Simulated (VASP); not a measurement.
MoS2, 6 atoms in the cell. The structure is hexagonal, space group P6_3/mmc (No. 194). The conventional cell has a = 3.211 Å, b = 3.211 Å, c = 12.486 Å, α = 90.00°, β = 90.00°, γ = 120.00°. Mo (site symmetry -6m2) has 6 S at 2.44 Å and 6 Mo at 3.21 Å within 3.3 Å. Within 3.3 Å of S (site symmetry 3m) lie 3 Mo at 2.44 Å and 7 S at 3.17 to 3.21 Å. 

- Program: VASP 6.6.1
- Task: single point
- Functional: PBE
- Potentials or basis: VASP PAW PBE potentials, release 64 (Mo_sv, S)
- Cutoff: 520 eV
- k mesh: 8 × 8 × 2
- Occupations: methfessel-paxton, width 0.05 eV
- Spin: no spin polarisation
- Dipole correction: no
- Further INCAR settings: ALGO = Normal; EDIFF = 1e-06; NBANDS = 35

Potentials or basis: VASP PAW PBE potentials, release 64 (Mo_sv, S).

Launch:

```sh
$ cat potpaw_PBE.64/Mo_sv/POTCAR potpaw_PBE.64/S/POTCAR > POTCAR
$ mpirun -np 1 vasp_std > vasp.out
```

Hardware: 1 thread of Intel(R) Xeon(R) Platinum 8488C (Sapphire Rapids) (shared host).

Question: How long does it take, and how much memory?

Answer: Run time: 74 s on 1 thread of Intel(R) Xeon(R) Platinum 8488C (Sapphire Rapids), with other jobs on the host, peak memory 0.24 GiB. Counts: scf iterations 15, k points 20.
